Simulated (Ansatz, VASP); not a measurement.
# One calculation of AlAs, two programs

```
Al As
1.0
     0.00000    2.83893    2.83893
     2.83893    0.00000    2.83893
     2.83893    2.83893    0.00000
Al As
1 1
Direct
  0.00000 0.00000 0.00000
  0.25000 0.25000 0.25000
```

Alike in both runs: task single point; functional PBEsol; dispersion D3(BJ); k mesh 6 × 6 × 6; no spin polarisation.

|  | VASP | Ansatz |
| --- | --- | --- |
| version | VASP 6.6.1 | Ansatz 0.2.0 |
| potentials or method | VASP PAW PBE potentials, release 64 (Al, As) | plane waves |
| plane-wave cutoff (eV) | 500 | 420 |
| occupations | gaussian, width 0.01 eV | fixed |
| valence electrons in the cell | 8 | 18 |

```csv
,VASP,Ansatz,Ansatz less VASP
gap on the k mesh at the Fermi level (eV),1.33,1.34,+0.011
pressure (GPa),-1.8,-2.1,-0.27
```

VASP's potentials were made for PBE, not for PBEsol. VASP's potentials hold 8 valence electrons a cell and Ansatz's 18, so a difference there can come from the potentials and not from the codes.
